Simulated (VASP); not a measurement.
# GaAs (rocksalt type) (Fm-3m) in VASP: single point with LDA

Aim: the single point of GaAs (rocksalt type) with LDA.

All numbers are computed with VASP 6.6.1; they aren't measurements. Logs are shortened: lines on timing, memory, paths and dates and some standing lists are left out, and cuts for length are marked.

### Step 1. The cell of the first run

The structure is cubic, space group Fm-3m (No. 225). The conventional cell has a = 4.308 Å, b = 4.308 Å, c = 4.308 Å, α = 90.00°, β = 90.00°, γ = 90.00°. Within 2.9 Å of Ga (site symmetry m-3m) lie 6 As at 2.15 Å. As (site symmetry m-3m) has 6 Ga at 2.15 Å within 2.9 Å.

### Step 2. Single point, LDA (9.99 Å³/atom)

POSCAR reads:

```
GaAs
1.0
    0.0000000000      2.1540151789      2.1540151789
    2.1540151789      0.0000000000      2.1540151789
    2.1540151789      2.1540151789      0.0000000000
Ga As
1 1
Direct
    0.0000000000      0.0000000000      0.0000000000
    0.5000000000      0.5000000000      0.5000000000
```

INCAR.step1 reads:

```
PREC = Accurate ; ENCUT = 520
EDIFF = 1E-6 ; ISMEAR = -1
SIGMA = 0.1 ; LREAL = False
LASPH = True ; NELM = 100
ALGO = Normal ; ISIF = 2
LWAVE = False ; LCHARG = True
NBANDS = 16
```

KPOINTS.step1 reads:

```
Automatic mesh
0
Gamma
  13 13 13
```

INCAR.step2 reads:

```
PREC = Accurate ; ENCUT = 520
EDIFF = 1E-6 ; ISMEAR = -5
SIGMA = 0.1 ; LREAL = False
LASPH = True ; NELM = 100
ALGO = Normal ; ISIF = 2
LWAVE = False ; LCHARG = False
LORBIT = 11 ; NBANDS = 16
NEDOS = 2001 ; ICHARG = 11
```

KPOINTS.step2 reads:

```
Automatic mesh
0
Gamma
  20 20 20
```

Potentials or basis: VASP PAW LDA potentials, release 64 (Ga_d, As).

The run is started by

```bash
> cat potpaw_LDA.64/Ga_d/POTCAR potpaw_LDA.64/As/POTCAR > POTCAR
> cp INCAR.step1 INCAR
> cp KPOINTS.step1 KPOINTS
> mpirun -np 1 vasp_std > vasp.out
> cp INCAR.step2 INCAR
> cp KPOINTS.step2 KPOINTS
> mpirun -np 1 vasp_std > vasp.out
```

OUTCAR:

```text
PREC = Accurate
   ENCUT = 520
   EDIFF = 1E-6
   ISMEAR = -5
   LREAL = False
   LASPH = True
   NELM = 100
   ISIF = 2
   LORBIT = 11
   ICHARG = 11

 ion  position               nearest neighbor table
   1  0.000  0.000  0.000-   2 2.15   2 2.15   2 2.15   2 2.15   2 2.15   2 2.15
   2  0.500  0.500  0.500-   1 2.15   1 2.15   1 2.15   1 2.15   1 2.15   1 2.15

  LATTYP: Found a face centered cubic cell.
 ALAT       =     4.3080303578

  Lattice vectors:

 A1 = (   0.0000000000,   2.1540151789,   2.1540151789)
 A2 = (   2.1540151789,   0.0000000000,   2.1540151789)
 A3 = (   2.1540151789,   2.1540151789,   0.0000000000)

Analysis of symmetry for initial positions (statically):
=====================================================================
 Subroutine PRICEL returns:
 Original cell was already a primitive cell.

 Routine SETGRP: Setting up the symmetry group for a
 face centered cubic supercell.

 Subroutine GETGRP returns: Found 48 space group operations
 (whereof 48 operations were pure point group operations)
 out of a pool of 48 trial point group operations.

The static configuration has the point symmetry O_h .

Analysis of symmetry for dynamics (positions and initial velocities):
=====================================================================
 Subroutine PRICEL returns:
 Original cell was already a primitive cell.

 Routine SETGRP: Setting up the symmetry group for a
 face centered cubic supercell.

 Subroutine GETGRP returns: Found 48 space group operations
 (whereof 48 operations were pure point group operations)
 out of a pool of 48 trial point group operations.

The dynamic configuration has the point symmetry O_h .

 Subroutine INISYM returns: Found 48 space group operations
 (whereof 48 operations are pure point group operations),
 and found     1 'primitive' translations

----------------------------------------------------------------------------------------

                                     Primitive cell

  volume of cell :      19.9883

  direct lattice vectors                    reciprocal lattice vectors
     0.000000000  2.154015179  2.154015179    -0.232124641  0.232124641  0.232124641
     2.154015179  0.000000000  2.154015179     0.232124641 -0.232124641  0.232124641
     2.154015179  2.154015179  0.000000000     0.232124641  0.232124641 -0.232124641

[... 83 lines left out ...]
   ENCUT  =  520.0 eV  38.22 Ry    6.18 a.u.   5.66  5.66  5.66*2*pi/ulx,y,z
   NELM   =    100;   NELMIN=  2; NELMDL=  0     # of ELM steps
   EDIFF  = 0.1E-05   stopping-criterion for ELM
   LREAL  =      F    real-space projection
   EDIFFG = 0.1E-04   stopping-criterion for IOM
   NSW    =      0    number of steps for IOM
   IBRION =     -1    ionic relax: 0-MD 1-quasi-New 2-CG
   NFREE  =      0    steps in history (QN), initial steepest desc. (CG)
   ISIF   =      2    stress and relaxation
   ISYM   =      2    0-nonsym 1-usesym 2-fastsym
   POTIM  = 0.5000    time-step for ionic-motion
   TEBEG  =    0.0;   TEEND  =   0.0 temperature during run
   PSTRESS=    0.0 pullay stress
   NELECT =      18.0000    total number of electrons
   NUPDOWN=      -1.0000    fix difference up-down
   EMIN   =  10.00;   EMAX   =-10.00  energy-range for DOS
   EFERMI =   0.00;   METHOD = LEGACY
   ISMEAR =    -5;   SIGMA  =   0.10  broadening in eV -4-tet -1-fermi 0-gaus
   EFERMI_NEDOS =   21; number of points for ismear=-14 and -15
   IALGO  =     38    algorithm
   IMIX   =      4    mixing-type and parameters
     AMIX     =   0.40;   BMIX     =  1.00
     AMIX_MAG =   1.60;   BMIX_MAG =  1.00
  volume/ion in A,a.u.               =       9.99        67.44
  Fermi-wavevector in a.u.,A,eV,Ry     =   1.580909  2.987485 34.004683  2.499274
  Thomas-Fermi vector in A             =   2.681065
   LORBIT       =     11    0 simple, 1 ext, 2 COOP (PROOUT), +10 PAW based schemes
   GGA     = CA    functional components
   LHFCALC =     F    Hartree Fock is set to
   AEXX    =    0.0000 exact exchange contribution
   IVDW    =     0    specifies the selected vdW correction
   LEPSILON=     F    determine dielectric tensor
   LRPA    =     F    only Hartree local field effects (RPA)
 non-spin polarized calculation
 Fermi weights with tetrahedron method with Bloechl corrections
  energy-cutoff  :      520.00
  volume of cell :       19.99
 maximum number of plane-waves:       556

 number of electron      17.9999996 magnetization

 Free energy of the ion-electron system (eV)
  ---------------------------------------------------
  ext. energy  EPLUGINS =         0.00000000
  ---------------------------------------------------
  free energy    TOTEN  =        -2.93006429 eV

  energy without entropy =       -2.93006429  energy(sigma->0) =       -2.93006429

 E-fermi :  15.1788     XC(G=0): -14.3272

 val. band max:       15.4377021017   @ k =   0.4500   0.0000   0.0000
 cond. band min:      15.0569161020   @ k =  -0.4500   0.3000   0.0000
 fundamental gap:     -0.3807859998
 Fermi energy:        15.1788031644

 k-point     1 :       0.0000    0.0000    0.0000
  band No.  band energies     occupation
      1      -5.7340      2.00000
      2      -2.1019      2.00000
      3      -2.1019      2.00000
      4      -2.0832      2.00000
      5      -2.0832      2.00000
      6      -2.0832      2.00000
[... 433 lines left out ...]
      3      -2.3530      2.00000
      4      -1.9747      2.00000
      5      -1.9049      2.00000
      6      -1.7247      2.00000
[... 8 lines left out ...]
     15      28.9350      0.00000
     16      32.3024      0.00000

 [... further k-points ...]
[... 5 lines left out ...]
  --------------------------------------------------------------------------------------
  -------------------------------------------------------------------------------------
  Total       26.0096580     26.0096580     26.0096580      0.0000000      0.0000000      0.0000000
  in kB     2084.8218488   2084.8218488   2084.8218488      0.0000000      0.0000000      0.0000000
  external PRESSURE =    2084.8218488 kB  Pullay stress =       0.0000000 kB

 VOLUME and BASIS-vectors are now :
 -----------------------------------------------------------------------------
  energy-cutoff  :      520.00
  volume of cell :       19.99
      direct lattice vectors                 reciprocal lattice vectors
     0.000000000  2.154015179  2.154015179    -0.232124641  0.232124641  0.232124641
     2.154015179  0.000000000  2.154015179     0.232124641 -0.232124641  0.232124641
     2.154015179  2.154015179  0.000000000     0.232124641  0.232124641 -0.232124641

 POSITION                                       TOTAL-FORCE (eV/Angst)
 -----------------------------------------------------------------------------------
      0.00000      0.00000      0.00000        -0.000000      0.000000      0.000000
      2.15402      2.15402      2.15402         0.000000     -0.000000     -0.000000
 -----------------------------------------------------------------------------------
    total drift:                                0.000000     -0.000000     -0.000000

  FREE ENERGIE OF THE ION-ELECTRON SYSTEM (eV)
  ---------------------------------------------------
  free  energy   TOTEN  =        -2.9300642862 eV

  energy  without entropy=       -2.9300642862  energy(sigma->0) =       -2.93006429

 total charge

# of ion       s       p       d       tot
------------------------------------------
    1        1.058   1.479  10.313  12.850
    2        1.282   2.053   0.190   3.525
--------------------------------------------------
tot          2.340   3.532  10.503  16.374
```

OSZICAR.step1:

```text
N       E                     dE             d eps       ncg     rms          rms(c)
DAV:   1     0.791310292174E+02    0.79131E+02   -0.88117E+03  3056   0.205E+03
DAV:   2     0.660138831687E+00   -0.78471E+02   -0.74457E+02  3016   0.319E+02
DAV:   3    -0.333740019289E+01   -0.39975E+01   -0.39732E+01  3336   0.571E+01
DAV:   4    -0.336806489291E+01   -0.30665E-01   -0.30660E-01  3192   0.499E+00
DAV:   5    -0.336834251910E+01   -0.27763E-03   -0.27762E-03  3440   0.456E-01    0.722E+00
DAV:   6    -0.303915522897E+01    0.32919E+00   -0.22916E-01  4160   0.172E+01    0.433E+00
DAV:   7    -0.293794892324E+01    0.10121E+00   -0.96232E-02  4088   0.425E+00    0.114E+00
DAV:   8    -0.293147819982E+01    0.64707E-02   -0.85700E-03  3368   0.181E+00    0.206E-01
DAV:   9    -0.293117215077E+01    0.30605E-03   -0.96554E-04  3392   0.462E-01    0.155E-01
DAV:  10    -0.293112682551E+01    0.45325E-04   -0.50790E-05  3912   0.709E-02    0.558E-02
DAV:  11    -0.293112702525E+01   -0.19973E-06   -0.13670E-06  2776   0.891E-03
   1 F= -.29311270E+01 E0= -.29193897E+01  d E =-.234746E-01
```

It took 62 s on 1 thread of Intel Xeon 8259CL, shared host; peak memory 0.2 GiB.

What came out:

```
Valence electrons inside the program's atomic spheres : Ga 12.85; As 3.52
```

Caveat: tetrahedron occupations give inexact forces and stress in metals.
